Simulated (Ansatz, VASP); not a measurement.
HgPI3: VASP beside Ansatz

INCAR

```
PREC = Accurate
ENCUT = 600
EDIFF = 1E-6
ISMEAR = 0
SIGMA = 0.1
LREAL = F
LASPH = T
NELM = 100
ALGO = Normal
ISIF = 3
LWAVE = F
LCHARG = F
GGA = PE
IBRION = 2
NSW = 100
EDIFFG = -0.01
```

KPOINTS

```
regular mesh
0
Gamma
  8 8 8
```

The input POSCAR:

```
HgPI3
1.0
    5.5870373104      0.0000000000      0.0000000000
    0.0000000000      5.5870373104      0.0000000000
    0.0000000000      0.0000000000      5.5870373104
Hg P I
1 1 3
Direct
    0.0000000000      0.0000000000      0.0000000000
    0.5000000000      0.5000000000      0.5000000000
    0.0000000000      0.5000000000      0.5000000000
    0.5000000000      0.0000000000      0.5000000000
    0.5000000000      0.5000000000      0.0000000000
```

Input for Ansatz:

```yaml
crystal:
  lattice:
    - [5.5870373104, 0.0, 0.0]
    - [0.0, 5.5870373104, 0.0]
    - [0.0, 0.0, 5.5870373104]
  atoms:
    - { symbol: Hg, position: [0.0, 0.0, 0.0] }
    - { symbol: P, position: [0.5, 0.5, 0.5] }
    - { symbol: I, position: [0.0, 0.5, 0.5] }
    - { symbol: I, position: [0.5, 0.0, 0.5] }
    - { symbol: I, position: [0.5, 0.5, 0.0] }
basis:
  ecutwfc: 420
kpoints:
  mp_grid: { grid: [8, 8, 8] }
hamiltonian:
  xc: pbe
scf:
  occupations: { method: gaussian, width: 0.1 }
output:
  forces: true
  stress: true
  eigenvalues: true
relax:
  adjacent_minimum: "off"
  f_tol: 0.01
  max_steps: 80
  cell: { stress_tol: 0.05 }
```

Alike in both runs: task relaxation of cell and atoms; functional PBE; k mesh 8 × 8 × 8; occupations gaussian, width 0.1 eV; no spin polarisation.

```csv
,VASP,Ansatz
version,VASP 6.6.1,Ansatz 0.2.0
potentials or method,"VASP PAW PBE potentials, release 64 (Hg, P, I), cutoff 600 eV","scalar-relativistic, plane waves, PAW"
valence electrons in the cell,38,76
```

```csv
,VASP,Ansatz,Ansatz less VASP
"gap on the k mesh at the Fermi level, each at its own relaxed structure (eV)",none,none,-
relaxed volume (Å³/atom),34.88,34.88,0.000
relaxed length of the cell vector where the two differ most in proportion (Å),5.587,5.587,0.0000
```

A gap of «none» marks a metal or a gap that the smearing closes. VASP's potentials hold 38 valence electrons a cell and Ansatz's 76, so a difference there can come from the potentials and not from the codes.

Neither program's run includes spin-orbit coupling. Noted on VASP's run: the relaxation stopped at its first step, so nothing moved.
